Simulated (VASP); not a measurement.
Here is a VASP 6.6.1 calculation.

INCAR

```
PREC     = Accurate       # precision mode
ENCUT    = 520            # plane-wave cutoff, eV
EDIFF    = 1E-6           # SCF threshold, eV
ISMEAR   = -1             # smearing method
SIGMA    = 0.02           # smearing width, eV
LREAL    = False          # projectors in reciprocal space
LASPH    = True           # aspherical terms in the spheres
NELM     = 100            # most SCF steps
ALGO     = Normal         # electronic algorithm
ISIF     = 2              # what is computed and relaxed
LWAVE    = False          # write WAVECAR
LCHARG   = False          # write CHGCAR
GGA      = PS             # functional
NBANDS   = 16             # bands
```

KPOINTS

```
Automatic mesh
0
Gamma
  7 7 7
```

Contents of POSCAR:

```
CdS
1.0
    0.0000000000      2.9031789477      2.9031789477
    2.9031789477      0.0000000000      2.9031789477
    2.9031789477      2.9031789477      0.0000000000
Cd S
1 1
Direct
    0.0000000000      0.0000000000      0.0000000000
    0.7500000000      0.7500000000      0.7500000000
```

Potentials or basis: VASP PAW PBE potentials, release 64 (Cd, S).

Run with:

```bash
$ cat potpaw_PBE.64/Cd/POTCAR potpaw_PBE.64/S/POTCAR > POTCAR
$ mpirun -np 1 vasp_std > vasp.out
```

Predict the pressure.

1.0 GPa.

What does it give for the band gap on the k mesh?

1.04 eV, direct.

Caveat: the PAW data sets were made with another functional, which shifts forces and pressure a little.
